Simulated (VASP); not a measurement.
A run of VASP 6.6.1 is set up as follows.

INCAR

```
  PREC = Accurate
  ENCUT = 520
  EDIFF = 1E-7
  ISMEAR = 0
  SIGMA = 0.1
  LREAL = False
  LASPH = True
  NELM = 150
  ALGO = Normal
  ISIF = 2
  LWAVE = False
  LCHARG = True
  ISPIN = 2
  MAGMOM = 0 0 0 1 1
  LORBIT = 11
  GGA = PE
  LELF = True
  LVHAR = True
  NBANDS = 22
```

KPOINTS

```
regular mesh
0
Gamma
  6 6 6
```

POSCAR

```
B3N2
1.0
    3.7214662900      0.0000000000      0.0000000000
    0.0000000000      3.7214662900      0.0000000000
    0.0000000000      0.0000000000      3.7214662900
B N
3 2
Direct
    0.5000000000      0.0000000000      0.0000000000
    0.0000000000      0.5000000000      0.0000000000
    0.0000000000      0.0000000000      0.5000000000
    0.5000000000      0.5000000000      0.5000000000
    0.0000000000      0.0000000000      0.0000000000
```

Potentials or basis: VASP PAW PBE potentials, release 64 (B, N).

Launch:

```bash
$ cat potpaw_PBE.64/B/POTCAR potpaw_PBE.64/N/POTCAR > POTCAR
$ mpirun -np 1 vasp_std > vasp.out
```

Question: Predict the net moment.

Answer: 0.49 μB per cell.

Question: Estimate the pressure.

Answer: -29.1 GPa.

Question: Estimate the site moments.

Answer: B +0.06; N +0.09, +0.02 μB.

Caveat: the cell stands under tension.
